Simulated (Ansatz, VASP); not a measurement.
## One calculation of Cs3Al, two programs

```
Cs Al
1.0
     6.26474    0.00000    0.00000
     0.00000    6.26474    0.00000
     0.00000    0.00000    6.26474
Cs Al
3 1
Direct
  0.00000 0.50000 0.50000
  0.50000 0.00000 0.50000
  0.50000 0.50000 0.00000
  0.00000 0.00000 0.00000
```

Alike in both runs: functional PBE; k mesh 4 × 4 × 4; occupations gaussian, width 0.1 eV; no spin polarisation.

Ansatz relaxed the structure, and its values are those at the end. VASP's run is a single point on that final structure, the one shown.

```csv
,VASP,Ansatz
version,VASP 6.6.1,Ansatz 0.2.0
potentials or method,"VASP PAW PBE potentials, release 64 (Cs_sv, Al), cutoff 520 eV","scalar-relativistic, plane waves, PAW"
valence electrons in the cell,30,30
```

|  | VASP | Ansatz | Ansatz less VASP |
| --- | --- | --- | --- |
| gap on the k mesh at the Fermi level (eV) | none | none | - |
| pressure (GPa) | 0.3 | 0.3 | 0.00 |

A gap of «none» marks a metal or a gap that the smearing closes. The functional is the same, so the differences come from potentials, cutoffs and numerics.

Neither program's run includes spin-orbit coupling.
